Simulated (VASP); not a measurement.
Here is a VASP 6.6.1 calculation.

The input POSCAR:

```
Hf
1.0
    3.1314429137      0.0000000000      0.0000000000
   -1.5657214569      2.7119091138      0.0000000000
    0.0000000000      0.0000000000      4.9545506207
Hf
2
Direct
    0.6666666667      0.3333333333      0.7500000000
    0.3333333333      0.6666666667      0.2500000000
```

File INCAR.step1:

```
  PREC = Accurate
  ENCUT = 520
  ISMEAR = -1
  SIGMA = 0.05
  LREAL = False
  LASPH = True
  NELM = 60
  NBANDS = 17
  GGA = PE
  ALGO = Normal
  EDIFF = 1E-4
  LWAVE = True
  LCHARG = False
```

File INCAR.step2:

```
  PREC = Accurate
  ENCUT = 520
  EDIFF = 1E-7
  ISMEAR = -1
  SIGMA = 0.05
  LREAL = False
  LASPH = True
  NELM = 60
  ALGO = Normal
  ISIF = 2
  LWAVE = False
  LCHARG = False
  METAGGA = R2SCAN
  LMIXTAU = True
  NBANDS = 17
  ISTART = 1
```

File KPOINTS:

```
regular mesh
0
Gamma
  10 10 5
```

Potentials or basis: VASP PAW PBE potentials, release 64 (Hf_pv).

Command:

```console
$ cat potpaw_PBE.64/Hf_pv/POTCAR > POTCAR
$ cp INCAR.step1 INCAR
$ mpirun -np 1 vasp_std > vasp.out
$ cp INCAR.step2 INCAR
$ mpirun -np 1 vasp_std > vasp.out
```

Predict the band gap on the k mesh.

zero (band 10 reaches 6.61 eV, above the bottom of band 11 at 4.90 eV).

Estimate the pressure.

6.6 GPa.

Stress tensor (GPa, compression positive):
```
6.90 0.00 0.00
0.00 6.90 0.00
0.00 0.00 5.96
```

Caveat: the PAW data sets were made with another functional, which shifts forces and pressure a little; spin-orbit coupling is left out, which moves the levels of the heavy elements.
